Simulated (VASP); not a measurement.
# TiC (Fm-3m) in VASP: further runs, part 2 of 2

VASP 6.6.1. Earlier steps stand in the parts before.

### Step 4. Relaxation of cell and atoms, LDA

INCAR reads:

```
SYSTEM = TiC
PREC     = Accurate       ! precision mode
ENCUT    = 600            ! plane-wave cutoff, eV
EDIFF    = 1E-7           ! SCF threshold, eV
ISMEAR   = 0              ! smearing method
SIGMA    = 0.1            ! smearing width, eV
LREAL    = .False.        ! projectors in reciprocal space
LASPH    = .True.         ! aspherical terms in the spheres
NELM     = 100            ! most SCF steps
ALGO     = Normal         ! electronic algorithm
ISIF     = 3              ! what is computed and relaxed
LWAVE    = .False.        ! write WAVECAR
LCHARG   = .False.        ! write CHGCAR
GGA      = CA             ! functional
IBRION   = 2              ! ionic algorithm
NSW      = 100            ! ionic steps
EDIFFG   = -0.05          ! ionic threshold
```

KPOINTS reads:

```
Automatic mesh
0
Gamma
  8 8 8
  0 0 0
```

POSCAR reads:

```
TiC
1.0
    0.0000000000      2.1640000000      2.1640000000
    2.1640000000      0.0000000000      2.1640000000
    2.1640000000      2.1640000000      0.0000000000
Ti C
1 1
Direct
    0.0000000000      0.0000000000      0.0000000000
    0.5000000000      0.5000000000      0.5000000000
```

Potentials or basis: VASP PAW LDA potentials, release 64 (Ti_sv, C).

Run with:

```
$ cat potpaw_LDA.64/Ti_sv/POTCAR potpaw_LDA.64/C/POTCAR > POTCAR
$ mpirun -np 1 vasp_std > vasp.out
```

OUTCAR:

```text
SYSTEM = TiC
   PREC = Accurate
   ENCUT = 600
   EDIFF = 1E-7
   ISMEAR = 0
   LREAL = .False.
   LASPH = .True.
   NELM = 100
   ISIF = 3
   GGA = CA
   IBRION = 2
   NSW = 100
   EDIFFG = -0.05

 ion  position               nearest neighbor table
   1  0.000  0.000  0.000-   2 2.16   2 2.16   2 2.16   2 2.16   2 2.16   2 2.16
   2  0.500  0.500  0.500-   1 2.16   1 2.16   1 2.16   1 2.16   1 2.16   1 2.16

  LATTYP: Found a face centered cubic cell.
 ALAT       =     4.3280000000

  Lattice vectors:

 A1 = (   0.0000000000,   2.1640000000,   2.1640000000)
 A2 = (   2.1640000000,   0.0000000000,   2.1640000000)
 A3 = (   2.1640000000,   2.1640000000,   0.0000000000)

Analysis of symmetry for initial positions (statically):
=====================================================================
 Subroutine PRICEL returns:
 Original cell was already a primitive cell.
[... 222 lines left out ...]
      5      -2.1143      2.00000
      6      11.2411      0.00000
      7      11.2411      0.00000
      8      11.2411      0.00000
      9      12.4167      0.00000
     10      12.4167      0.00000
     11      12.4167      0.00000
     12      12.5301      0.00000
[... 380 lines left out ...]
--------------------------------------- Ionic step        3  -------------------------------------------

 number of electron      16.0000003 magnetization

 Free energy of the ion-electron system (eV)
  ---------------------------------------------------
  ext. energy  EPLUGINS =         0.00000000
  ---------------------------------------------------
  free energy    TOTEN  =       -20.53931592 eV

  energy without entropy =      -20.53759666  energy(sigma->0) =      -20.53845629

 E-fermi :   9.7438     XC(G=0): -13.2172

 val. band max:        9.5791915902   @ k =   0.3750   0.3750   0.0000
 cond. band min:       9.7519291639   @ k =   0.1250   0.1250   0.0000
 fundamental gap:      0.1727375737
 Fermi energy:         9.7437930457

 k-point     1 :       0.0000    0.0000    0.0000
  band No.  band energies     occupation
      1     -45.9539      2.00000
      2     -22.3323      2.00000
      3     -22.3323      2.00000
      4     -22.3323      2.00000
      5      -2.6256      2.00000
      6      10.4388      0.00000
      7      10.4388      0.00000
      8      10.4388      0.00000
      9      11.5447      0.00000
     10      11.5447      0.00000
     11      11.5447      0.00000
     12      11.6056      0.00000
[... 374 lines left out ...]
  FREE ENERGIE OF THE ION-ELECTRON SYSTEM (eV)
  ---------------------------------------------------
  free  energy   TOTEN  =       -20.5393159214 eV

  energy  without entropy=      -20.5375966579  energy(sigma->0) =      -20.53845629

 reached required accuracy - stopping structural energy minimisation
```

OSZICAR:

```text
N       E                     dE             d eps       ncg     rms          rms(c)
DAV:   1     0.127244093086E+03    0.12724E+03   -0.92000E+03   696   0.173E+03
[... 36 lines left out ...]
DAV:   6    -0.205387502629E+02   -0.43479E-02   -0.73119E-03   952   0.596E-01    0.157E-01
DAV:   7    -0.205392483604E+02   -0.49810E-03   -0.15322E-03   904   0.276E-01    0.794E-02
DAV:   8    -0.205393141675E+02   -0.65807E-04   -0.42052E-04   840   0.185E-01    0.174E-02
DAV:   9    -0.205393091398E+02    0.50277E-05   -0.36057E-05   744   0.673E-02    0.156E-02
DAV:  10    -0.205393141197E+02   -0.49799E-05   -0.48267E-06  1024   0.203E-02    0.601E-03
DAV:  11    -0.205393158726E+02   -0.17529E-05   -0.28674E-06   856   0.132E-02    0.576E-04
DAV:  12    -0.205393159214E+02   -0.48760E-07   -0.52316E-07   804   0.472E-03
   3 F= -.20539316E+02 E0= -.20538456E+02  d E =-.330939E-01
```

CONTCAR:

```text
TiC
   1.00000000000000
     0.0000000000000000    2.1323604358129278    2.1323604358129278
     2.1323604358129278    0.0000000000000000    2.1323604358129278
     2.1323604358129278    2.1323604358129278   -0.0000000000000000
  Ti              C
     1     1
Direct
     0.0000000000000000    0.0000000000000000    0.0000000000000000
     0.5000000000000000    0.5000000000000000    0.5000000000000000

  0.00000000E+00  0.00000000E+00  0.00000000E+00
  0.00000000E+00  0.00000000E+00  0.00000000E+00
```

Wall time 7.8 s (1 thread of Intel Xeon 6975P-C (Granite Rapids), shared host); peak memory 0.14 GiB.

Results:

* Free energy: -20.5393 eV
* Relaxed volume: 9.70 Å³/atom
* Relaxed cell: a = 3.016 Å, b = 3.016 Å, c = 3.016 Å, α = 60.00°, β = 60.00°, γ = 60.00°
* Space group after relaxing (to 0.05 Å): Fm-3m (No. 225)
* Energy gained by relaxing: 16.5 meV/atom
* Ionic steps: 3
* Pressure after relaxing: -0.2 GPa
* Band gap on the k mesh: zero (band 8 reaches 10.44 eV, above the bottom of band 9 at 9.38 eV)

Step by step:
| step | energy change (eV) | largest force (eV/Å) | pressure (GPa) | volume (Å³) |
| --- | --- | --- | --- | --- |
| 1 | 0.0000 | 0.0000 | -11.48 | 20.27 |
| 2 | 0.0348 | 0.0000 | 19.64 | 18.21 |
| 3 | -0.0331 | 0.0000 | -0.18 | 19.39 |

Final structure:
```
Ti C
1.0
     0.00000    2.13236    2.13236
     2.13236    0.00000    2.13236
     2.13236    2.13236    0.00000
Ti C
1 1
Direct
  0.00000 0.00000 0.00000
  0.50000 0.50000 0.50000
```

LDA usually gives volumes a few per cent too small. Zero-point motion and thermal expansion aren't in these numbers.

### Step 5. Overview

| task | cell | cutoff (eV) | gap on the mesh (eV) | pressure (GPa) |
| --- | --- | --- | --- | --- |
| single point | a = 3.060 Å, angles 60.0°, 2 atoms | 520 | none | -11.4 |
| single point | a = 3.013 Å, angles 60.0°, 2 atoms | 520 | none | 0.7 |
| relaxation of cell and atoms | relaxed from a = 3.060 Å, angles 60.0°, 2 atoms | 600 | none | -0.2 |

Alike in all rows: level LDA; potentials or basis VASP PAW LDA potentials, release 64 (Ti_sv, C); no spin polarisation; k mesh 8 × 8 × 8; smearing gaussian 0.1 eV.

Total energies depend on the potentials used, so only differences within one code and one set of settings carry meaning.
